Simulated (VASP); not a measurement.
Input of a VASP 6.6.1 run:

Contents of POSCAR:

```
PbSe
1.0
    0.0000000000      3.0809197960      3.0809197960
    3.0809197960      0.0000000000      3.0809197960
    3.0809197960      3.0809197960      0.0000000000
Pb Se
1 1
Direct
    0.0000000000      0.0000000000      0.0000000000
    0.5000000000      0.5000000000      0.5000000000
```

Contents of INCAR.step1:

```
  PREC = Accurate
  ENCUT = 520
  EDIFF = 1E-5
  ISMEAR = -1
  SIGMA = 0.05
  LREAL = False
  LASPH = True
  NELM = 100
  ALGO = Normal
  ISIF = 2
  LWAVE = True
  GGA = PE
  NBANDS = 17
```

INCAR.step2

```
  PREC = Accurate
  ENCUT = 520
  EDIFF = 1E-6
  ISMEAR = -1
  SIGMA = 0.05
  LREAL = False
  LASPH = True
  NELM = 100
  ALGO = Normal
  ISIF = 2
  LWAVE = False
  LCHARG = True
  METAGGA = R2SCAN
  LHFCALC = True
  AEXX = 0.1
  LMIXTAU = True
  PRECFOCK = Normal
  LELF = True
  LVHAR = True
  ISTART = 1
  NBANDS = 17
```

Contents of KPOINTS:

```
Automatic mesh
0
Gamma
  4 4 4
```

Potentials or basis: VASP PAW PBE potentials, release 64 (Pb_d, Se).

The run is started by

```bash
$ cat potpaw_PBE.64/Pb_d/POTCAR potpaw_PBE.64/Se/POTCAR > POTCAR
$ cp INCAR.step1 INCAR
$ mpirun -np 1 vasp_std > vasp.out
$ cp INCAR.step2 INCAR
$ mpirun -np 1 vasp_std > vasp.out
```

**Question.** Estimate the pressure.

**Answer.** 0.2 GPa.

**Question.** Predict the band gap on the k mesh.

**Answer.** 1.04 eV.

Caveat: the k points lie up to 0.44 Å⁻¹ apart; the PAW data sets were made with another functional, which shifts forces and pressure a little; spin-orbit coupling is left out, which moves the levels of the heavy elements. A k mesh can miss the band edges.
